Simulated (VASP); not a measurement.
# AgBr (Fm-3m) in VASP: further runs

The runs below take AgBr through single point, relaxation of cell and atoms, with PBEsol, LDA, PBE, r2SCAN.

All numbers are computed with VASP 6.6.1; they aren't measurements. Logs are shortened: lines on timing, memory, paths and dates and some standing lists are left out, and cuts for length are marked.

## (1) The cell of the first run

It takes space group Fm-3m (No. 225, cubic). Conventional cell: a = 5.674 Å, b = 5.674 Å, c = 5.674 Å, α = 90.00°, β = 90.00°, γ = 90.00°. Ag (site symmetry m-3m) has 6 Br at 2.84 Å within 3.7 Å. Within 3.7 Å of Br (site symmetry m-3m) lie 6 Ag at 2.84 Å.

## (2) Single point, PBEsol

Contents of INCAR:

```
PREC     = Accurate       # precision mode
ENCUT    = 500            # plane-wave cutoff, eV
EDIFF    = 1E-6           # SCF threshold, eV
ISMEAR   = -1             # smearing method
SIGMA    = 0.02           # smearing width, eV
LREAL    = F              # projectors in reciprocal space
LASPH    = T              # aspherical terms in the spheres
NELM     = 120            # most SCF steps
ALGO     = Normal         # electronic algorithm
ISIF     = 2              # what is computed and relaxed
LWAVE    = F              # write WAVECAR
LCHARG   = F              # write CHGCAR
GGA      = PS             # functional
NBANDS   = 16             # bands
GGA_COMPAT= F
```

Contents of KPOINTS:

```
regular mesh
0
Gamma
  8 8 8
```

Contents of POSCAR:

```
AgBr
1.0
    0.0000000000      2.8370695401      2.8370695401
    2.8370695401      0.0000000000      2.8370695401
    2.8370695401      2.8370695401      0.0000000000
Ag Br
1 1
Direct
    0.0000000000      0.0000000000      0.0000000000
    0.5000000000      0.5000000000      0.5000000000
```

Potentials or basis: VASP PAW PBE potentials, release 64 (Ag, Br).

Run with:

```bash
$ cat potpaw_PBE.64/Ag/POTCAR potpaw_PBE.64/Br/POTCAR > POTCAR
$ mpirun -np 1 vasp_std > vasp.out
```

OUTCAR:

```text
PREC = Accurate
   ENCUT = 500
   EDIFF = 1E-6
   ISMEAR = -1
   LREAL = F
   LASPH = T
   NELM = 120
   ISIF = 2
   GGA = PS

 ion  position               nearest neighbor table
   1  0.000  0.000  0.000-   2 2.84   2 2.84   2 2.84   2 2.84   2 2.84   2 2.84
   2  0.500  0.500  0.500-   1 2.84   1 2.84   1 2.84   1 2.84   1 2.84   1 2.84

  LATTYP: Found a face centered cubic cell.
 ALAT       =     5.6741390802

  Lattice vectors:

 A1 = (   0.0000000000,   2.8370695401,   2.8370695401)
 A2 = (   2.8370695401,   0.0000000000,   2.8370695401)
 A3 = (   2.8370695401,   2.8370695401,   0.0000000000)

Analysis of symmetry for initial positions (statically):
=====================================================================
 Subroutine PRICEL returns:
 Original cell was already a primitive cell.

 Routine SETGRP: Setting up the symmetry group for a
 face centered cubic supercell.

 Subroutine GETGRP returns: Found 48 space group operations
 (whereof 48 operations were pure point group operations)
 out of a pool of 48 trial point group operations.

The static configuration has the point symmetry O_h .

Analysis of symmetry for dynamics (positions and initial velocities):
=====================================================================
 Subroutine PRICEL returns:
 Original cell was already a primitive cell.

 Routine SETGRP: Setting up the symmetry group for a
 face centered cubic supercell.

 Subroutine GETGRP returns: Found 48 space group operations
 (whereof 48 operations were pure point group operations)
 out of a pool of 48 trial point group operations.

The dynamic configuration has the point symmetry O_h .

 Subroutine INISYM returns: Found 48 space group operations
 (whereof 48 operations are pure point group operations),
 and found     1 'primitive' translations

----------------------------------------------------------------------------------------

                                     Primitive cell

  volume of cell :      45.6709

  direct lattice vectors                    reciprocal lattice vectors
     0.000000000  2.837069540  2.837069540    -0.176238190  0.176238190  0.176238190
     2.837069540  0.000000000  2.837069540     0.176238190 -0.176238190  0.176238190
     2.837069540  2.837069540  0.000000000     0.176238190  0.176238190 -0.176238190

  length of vectors
     4.012222221  4.012222221  4.012222221     0.305253499  0.305253499  0.305253499

  position of ions in fractional coordinates (direct lattice)
     0.000000000  0.000000000  0.000000000
     0.500000000  0.500000000  0.500000000

  ion indices of the primitive-cell ions
   primitive index   ion index
                 1           1
                 2           2

----------------------------------------------------------------------------------------

 KPOINTS: regular mesh

Automatic generation of k-mesh.
 Grid dimensions read from file:
 generate k-points for:    8    8    8

 Generating k-lattice:

  Cartesian coordinates                     Fractional coordinates (reciprocal lattice)
    -0.022029774  0.022029774  0.022029774     0.125000000  0.000000000  0.000000000
     0.022029774 -0.022029774  0.022029774     0.000000000  0.125000000  0.000000000
     0.022029774  0.022029774 -0.022029774     0.000000000  0.000000000  0.125000000

  Length of vectors
     0.038156687  0.038156687  0.038156687

  Shift w.r.t. Gamma in fractional coordinates (k-lattice)
     0.000000000  0.000000000  0.000000000

 Subroutine IBZKPT returns following result:
 ===========================================

 Found     29 irreducible k-points:

 Following reciprocal coordinates:
            Coordinates               Weight
  0.000000  0.000000  0.000000      1.000000
  0.125000  0.000000  0.000000      8.000000
  0.250000  0.000000  0.000000      8.000000
  0.375000  0.000000  0.000000      8.000000
  0.500000  0.000000  0.000000      4.000000
  0.125000  0.125000  0.000000      6.000000
[... 16 lines left out ...]
  0.500000  0.250000  0.125000     48.000000
 -0.375000  0.250000  0.125000     24.000000
 [... further k-points ...]
   k-points           NKPTS =     29   k-points in BZ     NKDIM =     29   number of bands    NBANDS=     16
   number of dos      NEDOS =    301   number of ions     NIONS =      2
   total plane-waves  NPLWV =  27000
   dimension x,y,z NGX =    30 NGY =   30 NGZ =   30
   dimension x,y,z NGXF=    60 NGYF=   60 NGZF=   60
   ions per type =               1   1
   NGX,Y,Z   is equivalent  to a cutoff of  12.43, 12.43, 12.43 a.u.
   NGXF,Y,Z  is equivalent  to a cutoff of  24.86, 24.86, 24.86 a.u.
 SYSTEM =  unknown system
   PREC   = accura    normal or accurate (medium, high low for compatibility)
   ISTART =      0    job   : 0-new  1-cont  2-samecut
   ICHARG =      2    charge: 1-file 2-atom 10-const
   ISPIN  =      1    spin polarized calculation?
   LNONCOLLINEAR =      F non collinear calculations
   LSORBIT =      F    spin-orbit coupling
   LASPH  =      T    aspherical Exc in radial PAW
   ENCUT  =  500.0 eV  36.75 Ry    6.06 a.u.   7.32  7.32  7.32*2*pi/ulx,y,z
   NELM   =    120;   NELMIN=  2; NELMDL= -5     # of ELM steps
   EDIFF  = 0.1E-05   stopping-criterion for ELM
   LREAL  =      F    real-space projection
   EDIFFG = 0.1E-04   stopping-criterion for IOM
   NSW    =      0    number of steps for IOM
   IBRION =     -1    ionic relax: 0-MD 1-quasi-New 2-CG
   NFREE  =      0    steps in history (QN), initial steepest desc. (CG)
   ISIF   =      2    stress and relaxation
   ISYM   =      2    0-nonsym 1-usesym 2-fastsym
   POTIM  = 0.5000    time-step for ionic-motion
   TEBEG  =    0.0;   TEEND  =   0.0 temperature during run
   PSTRESS=    0.0 pullay stress
   NELECT =      18.0000    total number of electrons
   NUPDOWN=      -1.0000    fix difference up-down
   EMIN   =  10.00;   EMAX   =-10.00  energy-range for DOS
   EFERMI =   0.00;   METHOD = LEGACY
   ISMEAR =    -1;   SIGMA  =   0.02  broadening in eV -4-tet -1-fermi 0-gaus
   EFERMI_NEDOS =   21; number of points for ismear=-14 and -15
   IALGO  =     38    algorithm
   IMIX   =      4    mixing-type and parameters
     AMIX     =   0.40;   BMIX     =  1.00
     AMIX_MAG =   1.60;   BMIX_MAG =  1.00
  volume/ion in A,a.u.               =      22.84       154.10
  Fermi-wavevector in a.u.,A,eV,Ry     =   1.200289  2.268217 19.601815  1.440693
  Thomas-Fermi vector in A             =   2.336129
   LORBIT       =      0    0 simple, 1 ext, 2 COOP (PROOUT), +10 PAW based schemes
   GGA     = PS    functional components
   LHFCALC =     F    Hartree Fock is set to
   AEXX    =    0.0000 exact exchange contribution
   IVDW    =     0    specifies the selected vdW correction
   LEPSILON=     F    determine dielectric tensor
   LRPA    =     F    only Hartree local field effects (RPA)
 non-spin polarized calculation
  energy-cutoff  :      500.00
  volume of cell :       45.67
 maximum number of plane-waves:      1211
 NGX is ok and might be reduce to    30
   NGX = 15   NGY = 15   NGZ = 15

 number of electron      17.9999998 magnetization

 Free energy of the ion-electron system (eV)
  ---------------------------------------------------
  ext. energy  EPLUGINS =         0.00000000
  ---------------------------------------------------
  free energy    TOTEN  =        -5.69825832 eV

  energy without entropy =       -5.69825829  energy(sigma->0) =       -5.69825830

 E-fermi :   4.2073     XC(G=0): -10.2646

 val. band max:        3.9357640352   @ k =   0.5000   0.0000   0.0000
 cond. band min:       4.4339118742   @ k =   0.0000   0.0000   0.0000
 fundamental gap:      0.4981478390
 Fermi energy:         4.2072961953

 k-point     1 :       0.0000    0.0000    0.0000
  band No.  band energies     occupation
      1     -11.4101      2.00000
      2       0.9558      2.00000
      3       0.9558      2.00000
      4       0.9558      2.00000
      5       0.9560      2.00000
      6       0.9560      2.00000
[... 8 lines left out ...]
     15      15.7329      0.00000
     16      15.7329      0.00000

 k-point     2 :       0.1250    0.0000    0.0000
  band No.  band energies     occupation
      1     -11.3423      2.00000
      2       0.5308      2.00000
      3       0.5308      2.00000
      4       0.5634      2.00000
      5       1.0037      2.00000
      6       1.0037      2.00000
[... 8 lines left out ...]
     15      14.8261      0.00000
     16      15.1216      0.00000

 k-point     3 :       0.2500    0.0000    0.0000
  band No.  band energies     occupation
      1     -11.1703      2.00000
      2      -0.5149      2.00000
      3      -0.0139      2.00000
      4      -0.0139      2.00000
      5       1.1225      2.00000
      6       1.1225      2.00000
[... 8 lines left out ...]
     15      15.2279      0.00000
     16      15.2279      0.00000

 k-point     4 :       0.3750    0.0000    0.0000
  band No.  band energies     occupation
      1     -10.9850      2.00000
      2      -1.3859      2.00000
      3      -0.3776      2.00000
      4      -0.3776      2.00000
      5       1.2464      2.00000
      6       1.2464      2.00000
[... 8 lines left out ...]
     15      16.2865      0.00000
     16      16.2865      0.00000
[... 324 lines left out ...]
 k-point    22 :       0.3750    0.2500    0.1250
  band No.  band energies     occupation
      1     -11.0623      2.00000
      2      -0.9328      2.00000
      3      -0.0789      2.00000
      4       0.2938      2.00000
      5       1.0661      2.00000
      6       1.2194      2.00000
[... 8 lines left out ...]
     15      17.3656      0.00000
     16      17.9287      0.00000

 k-point    23 :       0.5000    0.2500    0.1250
  band No.  band energies     occupation
      1     -10.9279      2.00000
      2      -1.1758      2.00000
      3      -0.3794      2.00000
      4      -0.1127      2.00000
      5       1.1700      2.00000
      6       1.3043      2.00000
[... 8 lines left out ...]
     15      17.6849      0.00000
     16      17.9667      0.00000

 k-point    24 :      -0.3750    0.2500    0.1250
  band No.  band energies     occupation
      1     -10.8702      2.00000
      2      -1.2561      2.00000
      3      -0.4284      2.00000
      4      -0.3800      2.00000
      5       1.2450      2.00000
      6       1.3063      2.00000
[... 8 lines left out ...]
     15      16.5424      0.00000
     16      18.2844      0.00000

 [... further k-points ...]

------------------------ aborting loop because EDIFF is reached ----------------------------------------

  FORCE on cell =-STRESS in cart. coord.  units (eV):
  Direction    XX          YY          ZZ          XY          YZ          ZX
  --------------------------------------------------------------------------------------
  -------------------------------------------------------------------------------------
  Total       -0.0047858     -0.0047858     -0.0047858      0.0000000      0.0000000     -0.0000000
  in kB       -0.1678904     -0.1678904     -0.1678904      0.0000000      0.0000000     -0.0000000
  external PRESSURE =      -0.1678904 kB  Pullay stress =       0.0000000 kB

 VOLUME and BASIS-vectors are now :
 -----------------------------------------------------------------------------
  energy-cutoff  :      500.00
  volume of cell :       45.67
      direct lattice vectors                 reciprocal lattice vectors
     0.000000000  2.837069540  2.837069540    -0.176238190  0.176238190  0.176238190
     2.837069540  0.000000000  2.837069540     0.176238190 -0.176238190  0.176238190
     2.837069540  2.837069540  0.000000000     0.176238190  0.176238190 -0.176238190

 POSITION                                       TOTAL-FORCE (eV/Angst)
 -----------------------------------------------------------------------------------
      0.00000      0.00000      0.00000         0.000000     -0.000000     -0.000000
      2.83707      2.83707      2.83707        -0.000000      0.000000      0.000000
 -----------------------------------------------------------------------------------
    total drift:                               -0.000000      0.000000      0.000000

  FREE ENERGIE OF THE ION-ELECTRON SYSTEM (eV)
  ---------------------------------------------------
  free  energy   TOTEN  =        -5.6982583173 eV

  energy  without entropy=       -5.6982582917  energy(sigma->0) =       -5.69825830
```

It took 23 s on 1 thread of Intel Xeon 8259CL, shared host; peak memory 0.18 GiB.

Results:

| Quantity | Value |
| --- | --- |
| Free energy | -5.6983 eV |
| Pressure | 0.0 GPa |
| Band gap on the k mesh | 0.50 eV (least direct gap 2.58 eV) |

Caveat: the PAW data sets were made with another functional, which shifts forces and pressure a little. A k mesh can miss the band edges.

(Part 1 of 3 ends here.)
